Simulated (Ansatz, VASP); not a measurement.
## TiC: VASP beside Ansatz

```
Ti C
1.0
     0.00000    2.16400    2.00170
     2.16400    0.00000    2.00170
     2.16400    2.16400    0.00000
Ti C
1 1
Cartesian
  0.0000 0.0000 0.0000
  2.1640 2.1640 2.0017
```

Change from the starting cell: strain -0.0750 x Voigt [0, 0, 1, 0, 0, 0], atoms carried along.

Alike in both runs: task single point; functional PBE; k mesh 18 × 18 × 18; occupations gaussian, width 0.15 eV; no spin polarisation.

|  | VASP | Ansatz |
| --- | --- | --- |
| version | VASP 6.6.1 | Ansatz 0.2.0 |
| potentials or method | VASP PAW PBE potentials, release 64 (Ti_sv, C), cutoff 520 eV | scalar-relativistic, plane waves, PAW |
| valence electrons in the cell | 16 | 16 |

|  | VASP | Ansatz | Ansatz less VASP |
| --- | --- | --- | --- |
| gap on the k mesh at the Fermi level (eV) | none | none | - |
| pressure (GPa) | 27.6 | 27.4 | -0.14 |
| traceless stress, the component that is largest in VASP (GPa) | 32.38 | 32.32 | -0.063 |

A gap of «none» marks a metal or a gap that the smearing closes. With one functional, cell and mesh, what is left measures potentials, basis and numerics.
